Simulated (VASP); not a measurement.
Set up this calculation in VASP 6.6.1, as the native input.

```
Task                   : relaxation of cell and atoms
Functional             : PBE
Potentials or basis    : VASP PAW PBE potentials, release 64 (Y_sv, Nb_sv, N)
Cutoff                 : 600 eV
k mesh                 : 8 × 8 × 10
Occupations            : gaussian, width 0.1 eV
Spin                   : no spin polarisation
Dipole correction      : no
Further INCAR settings : ALGO = Fast; EDIFF = 1e-06; IBRION = 2; EDIFFG = -0.01; NSW = 100; ISIF = 3
```

The structure of YNbN3 lies in POSCAR:

```
YNbN3
1.0
    5.4698102837      0.0000000000      0.0000000000
    0.0000000000      5.4698102837      0.0000000000
    0.0000000000      0.0000000000      4.1977566023
Y Nb N
2 2 6
Direct
    0.0000000000      0.5000000000      0.5000000000
    0.5000000000      0.0000000000      0.5000000000
    0.5000000000      0.5000000000      0.0000000000
    0.0000000000      0.0000000000      0.0000000000
    0.8430737263      0.3430737263      0.0000000000
    0.6569262737      0.8430737263      0.0000000000
    0.5000000000      0.5000000000      0.5000000000
    0.1569262737      0.6569262737      0.0000000000
    0.3430737263      0.1569262737      0.0000000000
    0.0000000000      0.0000000000      0.5000000000
```

The input as run:

INCAR

```
SYSTEM = YNbN3
ALGO = Fast
EDIFF = 1E-6
EDIFFG = -0.01
ENCUT = 600
GGA = PE
IBRION = 2
ISIF = 3
ISMEAR = 0
LASPH = .True.
LCHARG = .False.
LREAL = .False.
LWAVE = .False.
NELM = 60
NSW = 100
PREC = Accurate
SIGMA = 0.1
```

KPOINTS

```
k-points
0
Gamma
  8 8 10
  0 0 0
```

Potentials or basis: VASP PAW PBE potentials, release 64 (Y_sv, Nb_sv, N).

Command:

```bash
$ cat potpaw_PBE.64/Y_sv/POTCAR potpaw_PBE.64/Nb_sv/POTCAR potpaw_PBE.64/N/POTCAR > POTCAR
$ mpirun -np 1 vasp_std > vasp.out
```

It gave:

```json
{
 "Relaxed volume": "12.49 Å³/atom",
 "Relaxed cell": "a = 5.442 Å, b = 5.442 Å, c = 4.218 Å, α = 90.00°, β = 90.00°, γ = 90.00°",
 "Space group after relaxing (to 0.1 Å)": "P4/mbm (No. 127)",
 "Energy gained by relaxing": "0.7 meV/atom",
 "Ionic steps": "9",
 "Pressure after relaxing": "0.0 GPa",
 "Largest force after relaxing": "0.003 eV/Å",
 "Band gap on the k mesh": "zero (bands 39 and 40 overlap by 1.60 eV)"
}
```

Run time: 2.3 h on 1 thread of Oxide Virtual Turin-like Processor, on a shared host, peak memory 0.68 GiB.
